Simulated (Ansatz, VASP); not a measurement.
**KF in VASP and in Ansatz**

The input POSCAR:

```
KF
1.0
    0.0000000000      2.6589605554      2.6589605554
    2.6722553582      0.0000000000      2.6589605554
    2.6722553582      2.6589605554      0.0000000000
K F
1 1
Direct
    0.0000000000      0.0000000000      0.0000000000
    0.5000000000      0.5000000000      0.5000000000
```

The input INCAR.step1:

```
ALGO = Normal
EDIFF = 1E-4
ENCUT = 520
GGA = PE
ISMEAR = 0
LASPH = T
LCHARG = F
LREAL = F
LWAVE = T
NBANDS = 15
NELM = 100
PREC = Accurate
SIGMA = 0.01
```

Contents of INCAR.step2:

```
ALGO = Normal
EDIFF = 1E-6
ENCUT = 520
ISIF = 2
ISMEAR = 0
ISTART = 1
LASPH = T
LCHARG = F
LMIXTAU = T
LREAL = F
LWAVE = F
METAGGA = R2SCAN
NBANDS = 15
NELM = 100
PREC = Accurate
SIGMA = 0.01
```

File KPOINTS:

```
k-points
0
Gamma
  8 8 8
```

Input for Ansatz:

```yaml
crystal:
  lattice:
    - [0.0, 2.6589605554, 2.6589605554]
    - [2.6722553582, 0.0, 2.6589605554]
    - [2.6722553582, 2.6589605554, 0.0]
  atoms:
    - { symbol: K, position: [0.0, 0.0, 0.0] }
    - { symbol: F, position: [0.5, 0.5, 0.5] }
kpoints:
  mp_grid: { grid: [8, 8, 8] }
  band_path:
    path:
      - [0.0, 0.0, 0.0]
      - [0.5, 0.0, 0.5]
      - [0.625, 0.25, 0.625]
      - [0.375, 0.375, 0.75]
      - [0.5, 0.5, 0.5]
      - [0.5, 0.25, 0.75]
    npoints: 1
hamiltonian:
  xc: r2scan
scf:
  occupations: { method: fixed }
  n_extra_bands: 4
output:
  forces: true
  stress: true
  eigenvalues: true
  write_density: true
  write_potential: true
  elf: true
  volumetric_format: npy
```

Change from the starting cell: uniaxial_x strain +0.5%.

Alike in both runs: task single point; functional r2SCAN; k mesh 8 × 8 × 8; no spin polarisation.

|  | VASP | Ansatz |
| --- | --- | --- |
| version | VASP 6.6.1 | Ansatz 0.2.0 |
| potentials or method | VASP PAW PBE potentials, release 64 (K_sv, F) | plane waves, PAW |
| plane-wave cutoff (eV) | 520 | 500 |
| occupations | gaussian, width 0.01 eV | fixed |
| valence electrons in the cell | 16 | 16 |

Ansatz gave:

```
gap on the k mesh at the Fermi level (eV)                     : 6.88
pressure (GPa)                                                : -0.2
traceless stress, the component that is largest in VASP (GPa) : -0.20
```

What did VASP give for the same quantities?

gap on the k mesh at the Fermi level (eV): 6.88; pressure (GPa): -0.2; traceless stress, the component that is largest in VASP (GPa): -0.21.

VASP's potentials were made for PBE, not for r2SCAN.
